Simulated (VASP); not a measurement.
# WSe2 in VASP: notebook, part 2 of 2

VASP 6.6.1. Earlier steps stand in the parts before.

## (4) Single point, PBE+D3(BJ) (biaxial strain +0.020, then relaxed in part)

Contents of INCAR:

```
PREC = Accurate
ENCUT = 520
EDIFF = 1E-6
ISMEAR = 0
SIGMA = 0.02
LREAL = F
LASPH = T
NELM = 80
ALGO = Normal
ISIF = 2
LWAVE = F
LCHARG = F
LDIPOL = T
IDIPOL = 3
DIPOL = 0.5 0.5 0.500
GGA = PE
IVDW = 12
NBANDS = 20
```

Contents of KPOINTS:

```
Automatic mesh
0
Gamma
  12 12 1
```

Contents of POSCAR:

```
WSe2
1.0
    3.3512312821      0.0000000000      0.0000000000
   -1.6756156411      2.9022514243      0.0000000000
    0.0000000000      0.0000000000     32.7374894635
Se W
2 1
Direct
    0.3333333333      0.6666666667      0.4492730893
    0.3333333333      0.6666666667      0.5507269107
    0.6666666667      0.3333333333      0.5000000000
```

Potentials or basis: VASP PAW PBE potentials, release 64 (Se, W_sv).

Started as:

```bash
$ cat potpaw_PBE.64/Se/POTCAR potpaw_PBE.64/W_sv/POTCAR > POTCAR
$ mpirun -np 1 vasp_std > vasp.out
```

OUTCAR:

```text
PREC = Accurate
   ENCUT = 520
   EDIFF = 1E-6
   ISMEAR = 0
   LREAL = F
   LASPH = T
   NELM = 80
   ISIF = 2
   GGA = PE
   IVDW = 12
 IVDW          = 12

 ion  position               nearest neighbor table
   1  0.333  0.667  0.449-   3 2.55   3 2.55   3 2.55
   2  0.333  0.667  0.551-   3 2.55   3 2.55   3 2.55
   3  0.667  0.333  0.500-   1 2.55   2 2.55   1 2.55   2 2.55   1 2.55   2 2.55

  LATTYP: Found a hexagonal cell.
 ALAT       =     3.3512312821
 C/A-ratio  =     9.7687944244

  Lattice vectors:

 A1 = (   3.3512312821,   0.0000000000,   0.0000000000)
 A2 = (  -1.6756156411,   2.9022514243,   0.0000000000)
 A3 = (   0.0000000000,   0.0000000000,  32.7374894635)

Analysis of symmetry for initial positions (statically):
=====================================================================
 Subroutine PRICEL returns:
 Original cell was already a primitive cell.

 Routine SETGRP: Setting up the symmetry group for a
 hexagonal supercell.

 Subroutine GETGRP returns: Found 12 space group operations
 (whereof 12 operations were pure point group operations)
 out of a pool of 24 trial point group operations.

The static configuration has the point symmetry D_3h.

Analysis of symmetry for dynamics (positions and initial velocities):
=====================================================================
 Subroutine PRICEL returns:
 Original cell was already a primitive cell.

 Routine SETGRP: Setting up the symmetry group for a
 hexagonal supercell.

 Subroutine GETGRP returns: Found 12 space group operations
 (whereof 12 operations were pure point group operations)
 out of a pool of 24 trial point group operations.

The dynamic configuration has the point symmetry D_3h.

 Subroutine INISYM returns: Found 12 space group operations
 (whereof 12 operations are pure point group operations),
 and found     1 'primitive' translations

[... 115 lines left out ...]
   GGA     = PE    functional components
   LHFCALC =     F    Hartree Fock is set to
   AEXX    =    0.0000 exact exchange contribution
   IVDW    =    12    specifies the selected vdW correction
   LEPSILON=     F    determine dielectric tensor
   LRPA    =     F    only Hartree local field effects (RPA)
 non-spin polarized calculation
 Gauss-broadening in eV      SIGMA  =   0.02
  energy-cutoff  :      520.00
  volume of cell :      318.41
 maximum number of plane-waves:      8605
 NGX is ok and might be reduce to    28
   NGX = 13   NGY = 13   NGZ =121

 dipolmoment           0.000000      0.000000      0.000000 electrons x Angstroem

 number of electron      26.0000001 magnetization

 dipolmoment           0.000000      0.000000     -0.000000 electrons x Angstroem

 Free energy of the ion-electron system (eV)
  ---------------------------------------------------
  ext. energy  EPLUGINS =         0.00000000
  ---------------------------------------------------
  free energy    TOTEN  =       -21.61598354 eV

  energy without entropy =      -21.61598354  energy(sigma->0) =      -21.61598354

 E-fermi :  -2.9178     XC(G=0):  -2.4268

 val. band max:       -3.0295459144   @ k =   0.3333   0.3333   0.0000
 cond. band min:      -1.6056459248   @ k =   0.3333   0.3333   0.0000
 fundamental gap:      1.4238999897
 Fermi energy:        -2.9177598643

 k-point     1 :       0.0000    0.0000    0.0000
  band No.  band energies     occupation
      1     -77.1229      2.00000
      2     -41.3241      2.00000
      3     -41.2519      2.00000
      4     -41.2519      2.00000
      5     -17.6449      2.00000
      6     -16.3771      2.00000
[... 426 lines left out ...]
     19       3.2798      0.00000
     20       5.6107      0.00000

------------------------ aborting loop because EDIFF is reached ----------------------------------------

 vacuum level on the upper side and lower side of the slab       (xc-potential included)        -0.052        -0.052

 Edisp (eV)   -0.97606

 E8    (eV) :    -0.4639

  FORCE on cell =-STRESS in cart. coord.  units (eV):
  Direction    XX          YY          ZZ          XY          YZ          ZX
  --------------------------------------------------------------------------------------
  -------------------------------------------------------------------------------------
  Total      -1.56700    -1.56700     0.13267     0.00000     0.00000     0.00000
  in kB      -7.88490    -7.88490     0.66759     0.00000     0.00000     0.00000
  external pressure =       -5.03 kB  Pullay stress =        0.00 kB

 VOLUME and BASIS-vectors are now :
 -----------------------------------------------------------------------------
  energy-cutoff  :      520.00
  volume of cell :      318.41
      direct lattice vectors                 reciprocal lattice vectors
     3.351231282  0.000000000  0.000000000     0.298397788  0.172280043  0.000000000
    -1.675615641  2.902251424  0.000000000     0.000000000  0.344560086  0.000000000
     0.000000000  0.000000000 32.737489463     0.000000000  0.000000000  0.030546020

 POSITION                                       TOTAL-FORCE (eV/Angst)
 -----------------------------------------------------------------------------------
     -0.00000      1.93483     14.70807         0.000000     -0.000000     -0.043596
     -0.00000      1.93483     18.02942        -0.000000      0.000000      0.043596
      1.67562      0.96742     16.36874         0.000000      0.000000      0.000000
 -----------------------------------------------------------------------------------
    total drift:                               -0.000000      0.000000     -0.000000

  FREE ENERGIE OF THE ION-ELECTRON SYSTEM (eV)
  ---------------------------------------------------
  free  energy   TOTEN  =       -22.5920465358 eV

  energy  without entropy=      -22.5920465358  energy(sigma->0) =      -22.59204654

 vacuum level on the upper side and lower side of the slab         2.113         2.113
```

stdout:

```text
POSCAR found type information on POSCAR SeW
 POSCAR found :  2 types and       3 ions
 scaLAPACK will be used
 LDA part: xc-table for (Slater+PW92), standard interpolation
 POSCAR, INCAR and KPOINTS ok, starting setup
 FFT: planning ... GRIDC
 FFT: planning ... GRID_SOFT
 FFT: planning ... GRID
 WAVECAR not read
 entering main loop
```

It took 4 min on 1 thread of Intel Xeon 6975P-C (Granite Rapids), shared host; peak memory 0.52 GiB.

What came out:

- Free energy: -22.5920 eV
- Largest force: 0.044 eV/Å
- Band gap on the k mesh: 1.42 eV, direct
- Dispersion energy per atom: -0.325 eV

Forces in eV/Å, atoms in the order of the input:
```
Se   0.000  0.000 -0.044
Se   0.000  0.000  0.044
W    0.000  0.000  0.000
```

Caveat: the cell differs from its parent crystal (biaxial strain +0.020, then relaxed in part); spin-orbit coupling is left out, which moves the levels of the heavy elements.

## (5) Single point, PBE+D3(BJ) (biaxial strain +0.040, then relaxed in part)

Contents of INCAR:

```
SYSTEM = WSe2
PREC = Accurate
ENCUT = 520
EDIFF = 1E-7
ISMEAR = 0
SIGMA = 0.02
LREAL = .False.
LASPH = .True.
NELM = 100
ALGO = Normal
ISIF = 2
LWAVE = .False.
LCHARG = .True.
LDIPOL = .True.
IDIPOL = 3
DIPOL = 0.5 0.5 0.500
GGA = PE
IVDW = 12
LELF = .True.
LVHAR = .True.
LVACPOTAV = .True.
NBANDS = 20
```

Contents of KPOINTS:

```
Automatic mesh
0
Gamma
  12 12 1
  0 0 0
```

Contents of POSCAR:

```
WSe2
1.0
    3.4169416994      0.0000000000      0.0000000000
   -1.7084708497      2.9591583150      0.0000000000
    0.0000000000      0.0000000000     32.7374894635
Se W
2 1
Direct
    0.3333333333      0.6666666667      0.4499662771
    0.3333333333      0.6666666667      0.5500337229
    0.6666666667      0.3333333333      0.5000000000
```

Started as:

```bash
$ cat potpaw_PBE.64/Se/POTCAR potpaw_PBE.64/W_sv/POTCAR > POTCAR
$ mpirun -np 1 vasp_std > vasp.out
```

Wall time 5 min (1 thread of Intel Xeon 6975P-C (Granite Rapids), shared host); peak memory 0.51 GiB.

Results (log left out):

| Property | Result |
| --- | --- |
| Free energy | -22.4995 eV |
| Largest force | 0.040 eV/Å |
| Band gap on the k mesh | 1.19 eV, indirect (least direct gap 1.22 eV) |
| Dispersion energy per atom | -0.314 eV |
| Ionisation potential of the upper face | 5.22 eV |

Forces in eV/Å, atoms in the order of the input:
```
Se   0.000  0.000 -0.040
Se   0.000  0.000  0.040
W    0.000  0.000  0.000
```

Levels at points of the mesh, in eV from the valence-band top:
```csv
k point,band 10,band 11,band 12,band 13,band 14,band 15,band 16,band 17
"(0.00, 0.00, 0.00)",-1.77,-1.46,-1.46,0.00,2.69,2.69,2.93,2.93
"(0.50, 0.00, 0.00)",-3.04,-1.83,-1.21,-0.87,2.02,2.39,3.61,4.25
```

Caveat: the cell differs from its parent crystal (biaxial strain +0.040, then relaxed in part); spin-orbit coupling is left out, which moves the levels of the heavy elements.

## (6) Single point, PBE+D3(BJ) (biaxial strain +0.070, then relaxed in part)

Contents of INCAR:

```
PREC = Accurate
ENCUT = 520
EDIFF = 1E-6
ISMEAR = 0
SIGMA = 0.02
LREAL = F
LASPH = T
NELM = 80
ALGO = Normal
ISIF = 2
LWAVE = F
LCHARG = F
LDIPOL = T
IDIPOL = 3
DIPOL = 0.5 0.5 0.500
GGA = PE
IVDW = 12
NBANDS = 20
```

Contents of KPOINTS:

```
Automatic mesh
0
Gamma
  12 12 1
```

Contents of POSCAR:

```
WSe2
1.0
    3.5155073254      0.0000000000      0.0000000000
   -1.7577536627      3.0445186510      0.0000000000
    0.0000000000      0.0000000000     32.7374894635
Se W
2 1
Direct
    0.3333333333      0.6666666667      0.4509229147
    0.3333333333      0.6666666667      0.5490770853
    0.6666666667      0.3333333333      0.5000000000
```

Potentials or basis: VASP PAW PBE potentials, release 64 (Se, W_sv).

Started as:

```bash
$ cat potpaw_PBE.64/Se/POTCAR potpaw_PBE.64/W_sv/POTCAR > POTCAR
$ mpirun -np 1 vasp_std > vasp.out
```

It took 4.5 min on 1 thread of Intel Xeon 6975P-C (Granite Rapids), shared host; peak memory 0.5 GiB.

It converged, with:

| Property | Result |
| --- | --- |
| Free energy | -22.2603 eV |
| Largest force | 0.036 eV/Å |
| Band gap on the k mesh | 0.67 eV, indirect (least direct gap 0.99 eV) |
| Dispersion energy per atom | -0.298 eV |

Forces in eV/Å, atoms in the order of the input:
```
Se   0.000  0.000 -0.036
Se   0.000  0.000  0.036
W    0.000  0.000  0.000
```

Levels at points of the mesh, in eV from the valence-band top:
```csv
k point,band 11,band 12,band 13,band 14,band 15,band 16
"(0.00, 0.00, 0.00)",-1.84,-1.67,0.00,2.27,2.27,2.57
"(0.50, 0.00, 0.00)",-1.80,-1.66,-0.99,1.51,1.78,3.26
```

Caveat: the cell differs from its parent crystal (biaxial strain +0.070, then relaxed in part); spin-orbit coupling is left out, which moves the levels of the heavy elements.

## (7) Overview

```tsv
cell	gap on the mesh (eV)	largest force (eV/Å)
a = 3.154, b = 3.154, c = 32.737 Å, angles 90.0, 90.0, 120.0°, 3 atoms	1.42	0.06
a = 3.220, b = 3.220, c = 32.737 Å, angles 90.0, 90.0, 120.0°, 3 atoms	1.54	0.05
a = 3.351, b = 3.351, c = 32.737 Å, angles 90.0, 90.0, 120.0°, 3 atoms	1.42	0.04
a = 3.417, b = 3.417, c = 32.737 Å, angles 90.0, 90.0, 120.0°, 3 atoms	1.19	0.04
a = 3.516, b = 3.516, c = 32.737 Å, angles 90.0, 90.0, 120.0°, 3 atoms	0.67	0.04
```

Alike in all rows: task single point; level PBE+D3(BJ); potentials or basis VASP PAW PBE potentials, release 64 (Se, W_sv); no spin polarisation; k mesh 12 × 12 × 1; cutoff (eV) 520; smearing gaussian 0.02 eV.

Caveats: spin-orbit coupling is left out, which moves the levels of the heavy elements.

Total energies depend on the potentials used, so only differences within one code and one set of settings carry meaning.
